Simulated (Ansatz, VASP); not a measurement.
## Si3C: VASP beside Ansatz

```
CELL_PARAMETERS angstrom
2.74344 0.00000 0.00000
0.00000 2.74344 0.00000
0.00000 0.00000 7.75961
ATOMIC_POSITIONS crystal
Si 0.00000 0.00000 0.75000
Si 0.50000 0.50000 0.50000
Si 0.00000 0.00000 0.25000
C 0.50000 0.50000 0.00000
```

Alike in both runs: task single point; functional PBE; k mesh 6 × 6 × 2; occupations gaussian, width 0.1 eV; no spin polarisation.

|  | VASP | Ansatz |
| --- | --- | --- |
| version | VASP 6.6.1 | Ansatz 0.2.0 |
| potentials or method | VASP PAW PBE potentials, release 64 (Si, C), cutoff 520 eV | scalar-relativistic, plane waves, PAW |
| valence electrons in the cell | 16 | 16 |

Ansatz gave:

| Item | Value |
| --- | --- |
| gap on the k mesh at the Fermi level (eV) | none |
| pressure (GPa) | -10.6 |
| traceless stress, the component that is largest in VASP (GPa) | -7.30 |
| rms of the force components (eV/Å) | 0.423 |

Question: What did VASP give for the same quantities?

Answer: gap on the k mesh at the Fermi level (eV): none; pressure (GPa): -10.6; traceless stress, the component that is largest in VASP (GPa): -7.29; rms of the force components (eV/Å): 0.422.

Atom by atom the forces differ by 0.001 eV/Å (rms over components). A gap of «none» marks a metal or a gap that the smearing closes.

The k mesh is coarse, so the values compare programs but aren't converged.
